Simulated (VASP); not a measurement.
A run of VASP 6.6.1:

The input INCAR:

```
ALGO = Normal
EDIFF = 1E-8
ENCUT = 520
GGA = PE
ISIF = 2
ISMEAR = -1
ISPIN = 2
LASPH = True
LCHARG = False
LEFG = True
LMAXMIX = 4
LORBIT = 11
LREAL = False
LWAVE = False
MAGMOM = 1.5 0
NBANDS = 19
NELM = 150
PREC = Accurate
SIGMA = 0.03
```

KPOINTS

```
k-points
0
Gamma
  17 17 17
```

POSCAR

```
NiO
1.0
    0.0000000000      2.1255998650      2.1255998650
    2.1255998650      0.0000000000      2.1255998650
    2.1255998650      2.1255998650      0.0000000000
Ni O
1 1
Direct
    0.0000000000      0.0000000000      0.0000000000
    0.5000000000      0.5000000000      0.5000000000
```

Potentials or basis: VASP PAW PBE potentials, release 64 (Ni, O).

The run is started by

```sh
$ cat potpaw_PBE.64/Ni/POTCAR potpaw_PBE.64/O/POTCAR > POTCAR
$ mpirun -np 1 vasp_std > vasp.out
```

Hardware: 1 thread of Intel(R) Xeon(R) 6975P-C (Granite Rapids), on a shared host.

Estimate the wall time of this run.

It took 55 s on 1 thread of Intel(R) Xeon(R) 6975P-C (Granite Rapids) (shared host), peak memory 0.22 GiB. Counts: scf iterations 20, k points 165.
